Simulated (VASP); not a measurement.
# Rh (P6/mmm) in VASP: further runs, part 2 of 2

VASP 6.6.1. Earlier steps stand in the parts before.

### 3 Single point, LDA (volume scaled by 0.88)

INCAR

```
PREC = Accurate
ENCUT = 520
EDIFF = 1E-6
ISMEAR = -1
SIGMA = 0.1
LREAL = F
LASPH = T
NELM = 80
ALGO = Normal
ISIF = 2
LWAVE = F
LCHARG = F
NBANDS = 30
```

KPOINTS

```
Automatic mesh
0
Gamma
  10 10 14
```

POSCAR

```
Rh
1.0
    4.0741239446      0.0000000000      0.0000000000
   -2.0370619723      3.5282948341      0.0000000000
    0.0000000000      0.0000000000      2.4972641742
Rh
3
Direct
    1.0000000000      1.0000000000      0.0000000000
    0.3333333333      0.6666666667      0.5000000000
    0.6666666667      0.3333333333      0.5000000000
```

Potentials or basis: VASP PAW LDA potentials, release 64 (Rh_pv).

Run with:

```bash
cat potpaw_LDA.64/Rh_pv/POTCAR > POTCAR
mpirun -np 1 vasp_std > vasp.out
```

OUTCAR:

```text
PREC = Accurate
   ENCUT = 520
   EDIFF = 1E-6
   ISMEAR = -1
   LREAL = F
   LASPH = T
   NELM = 80
   ISIF = 2

 ion  position               nearest neighbor table
   1  0.000  0.000  0.000-   2 2.66   3 2.66   2 2.66   3 2.66   2 2.66   2 2.66   3 2.66   3 2.66
                             3 2.66   3 2.66   2 2.66   2 2.66
   2  0.333  0.667  0.500-   3 2.35   3 2.35   3 2.35   1 2.66   1 2.66   1 2.66   1 2.66   1 2.66
                             1 2.66
   3  0.667  0.333  0.500-   2 2.35   2 2.35   2 2.35   1 2.66   1 2.66   1 2.66   1 2.66   1 2.66
                             1 2.66

  LATTYP: Found a hexagonal cell.
 ALAT       =     4.0741239446
 C/A-ratio  =     0.6129573396

  Lattice vectors:

 A1 = (   4.0741239446,   0.0000000000,   0.0000000000)
 A2 = (  -2.0370619723,   3.5282948341,   0.0000000000)
 A3 = (   0.0000000000,   0.0000000000,   2.4972641742)

Analysis of symmetry for initial positions (statically):
=====================================================================
 Subroutine PRICEL returns:
 Original cell was already a primitive cell.

 Routine SETGRP: Setting up the symmetry group for a
 hexagonal supercell.

[... 166 lines left out ...]

 E-fermi :  14.5302     XC(G=0): -15.2344

 val. band max:       14.5293772079   @ k =   0.4000   0.0000   0.1429
 cond. band min:      14.5425970900   @ k =   0.2000   0.0000   0.2857
 fundamental gap:      0.0132198821
 Fermi energy:        14.5301626248

 k-point     1 :       0.0000    0.0000    0.0000
  band No.  band energies     occupation
      1     -33.0325      2.00000
      2     -33.0325      2.00000
      3     -32.4977      2.00000
      4     -32.4977      2.00000
      5     -32.1046      2.00000
      6     -31.8483      2.00000
[... 781 lines left out ...]
     29      29.8868      0.00000
     30      30.7831      0.00000

 [... further k-points ...]

------------------------ aborting loop because EDIFF is reached ----------------------------------------

  FORCE on cell =-STRESS in cart. coord.  units (eV):
  Direction    XX          YY          ZZ          XY          YZ          ZX
  --------------------------------------------------------------------------------------
  -------------------------------------------------------------------------------------
  Total       12.3708340     12.3708340     11.2166297      0.0000000      0.0000000      0.0000000
  in kB      552.1358777    552.1358777    500.6213562      0.0000000      0.0000000      0.0000000
  external PRESSURE =     534.9643705 kB  Pullay stress =       0.0000000 kB

 VOLUME and BASIS-vectors are now :
 -----------------------------------------------------------------------------
  energy-cutoff  :      520.00
  volume of cell :       35.90
      direct lattice vectors                 reciprocal lattice vectors
     4.074123945  0.000000000  0.000000000     0.245451541  0.141711513  0.000000000
    -2.037061972  3.528294834  0.000000000     0.000000000  0.283423026  0.000000000
     0.000000000  0.000000000  2.497264174     0.000000000  0.000000000  0.400438212

 POSITION                                       TOTAL-FORCE (eV/Angst)
 -----------------------------------------------------------------------------------
      0.00000      0.00000      0.00000         0.000000      0.000000      0.000000
     -0.00000      2.35220      1.24863         0.000000     -0.000000      0.000000
      2.03706      1.17610      1.24863        -0.000000     -0.000000      0.000000
 -----------------------------------------------------------------------------------
    total drift:                               -0.000000      0.000000      0.000000

  FREE ENERGIE OF THE ION-ELECTRON SYSTEM (eV)
  ---------------------------------------------------
  free  energy   TOTEN  =       -24.6276781542 eV

  energy  without entropy=      -24.4821503202  energy(sigma->0) =      -24.55491424
```

stdout:

```text
POSCAR found type information on POSCAR Rh
 POSCAR found :  1 types and       3 ions
 scaLAPACK will be used
 LDA part: xc-table for (Slater(with rela. corr.)+CA(PZ))
 , standard interpolation
 POSCAR, INCAR and KPOINTS ok, starting setup
 FFT: planning ... GRIDC
 FFT: planning ... GRID_SOFT
 FFT: planning ... GRID
 WAVECAR not read
 entering main loop
```

Run time: 47 s. Hardware: 1 thread of Intel Xeon Platinum 8559C (Emerald Rapids), shared host; peak memory 0.19 GiB.

What came out:

```yaml
Free_energy: -24.6277 eV
Pressure: 53.5 GPa
```

Stress tensor (GPa, compression positive):
```
55.21  0.00  0.00
 0.00 55.21  0.00
 0.00  0.00 50.06
```

Levels at points of the mesh, in eV from the Fermi level:
```tsv
k point	band 21	band 22	band 23	band 24	band 25	band 26
(0.00, 0.00, 0.00)	-2.15	-2.07	-2.07	1.04	1.04	9.62
(0.50, 0.00, 0.00)	-0.31	0.12	0.15	0.19	0.47	1.03
(0.00, 0.00, 0.50)	-0.06	0.50	0.50	2.00	3.42	4.37
(0.50, 0.00, 0.50)	-0.61	0.18	0.69	1.53	3.14	4.36
```

### 4 Single point, LDA (volume scaled by 0.92)

INCAR

```
SYSTEM = Rh
PREC     = Accurate       ! precision mode
ENCUT    = 520            ! plane-wave cutoff, eV
EDIFF    = 1E-6           ! SCF threshold, eV
ISMEAR   = -1             ! smearing method
SIGMA    = 0.1            ! smearing width, eV
LREAL    = .FALSE.        ! projectors in reciprocal space
LASPH    = .TRUE.         ! aspherical terms in the spheres
NELM     = 100            ! most SCF steps
ALGO     = Normal         ! electronic algorithm
ISIF     = 2              ! what is computed and relaxed
LWAVE    = .FALSE.        ! write WAVECAR
LCHARG   = .FALSE.        ! write CHGCAR
NBANDS   = 30             ! bands
```

KPOINTS

```
regular mesh
0
G
  10 10 14
  0 0 0
```

POSCAR

```
Rh
1.0
    4.1349407308      0.0000000000      0.0000000000
   -2.0674703654      3.5809637160      0.0000000000
    0.0000000000      0.0000000000      2.5345422697
Rh
3
Direct
    1.0000000000      1.0000000000      0.0000000000
    0.3333333333      0.6666666667      0.5000000000
    0.6666666667      0.3333333333      0.5000000000
```

Run with:

```bash
cat potpaw_LDA.64/Rh_pv/POTCAR > POTCAR
mpirun -np 1 vasp_std > vasp.out
```

Wall time 34 s (1 thread of Intel Xeon Platinum 8559C (Emerald Rapids), shared host); peak memory 0.2 GiB.

It converged, with:

| Property | Result |
| --- | --- |
| Free energy | -25.0581 eV |
| Pressure | 31.6 GPa |

Stress tensor (GPa, compression positive):
```
32.74  0.00  0.00
 0.00 32.74  0.00
 0.00  0.00 29.37
```

Levels at points of the mesh, in eV from the Fermi level:
```
           k point  band 19  band 20  band 21  band 22  band 23  band 24  band 25  band 26  band 27  band 28
(0.00, 0.00, 0.00)    -2.99    -2.00    -2.00    -1.92    -1.92     0.96     0.96     9.28     9.28     9.31
(0.50, 0.00, 0.00)    -1.72    -1.68    -0.29     0.11     0.13     0.18     0.45     1.02     1.04    10.32
(0.00, 0.00, 0.50)    -2.83    -0.06    -0.06     0.46     0.46     1.86     3.23     4.14    10.25    11.11
(0.50, 0.00, 0.50)    -1.61    -1.00    -0.55     0.16     0.65     1.41     3.06     4.13     8.05     9.17
```

### 5 Overview

```tsv
cell	k mesh	gap on the mesh (eV)	pressure (GPa)
a = 4.251, b = 4.251, c = 2.606 Å, angles 90.0, 90.0, 120.0°, 3 atoms	9 × 9 × 12	none	0.9
a = 4.074, b = 4.074, c = 2.497 Å, angles 90.0, 90.0, 120.0°, 3 atoms	10 × 10 × 14	none	53.5
a = 4.135, b = 4.135, c = 2.535 Å, angles 90.0, 90.0, 120.0°, 3 atoms	10 × 10 × 14	none	31.6
```

Alike in all rows: task single point; level LDA; potentials or basis VASP PAW LDA potentials, release 64 (Rh_pv); no spin polarisation; cutoff (eV) 520; smearing fermi-dirac 0.1 eV.

Absolute energies hang on the potentials; compare differences alone.
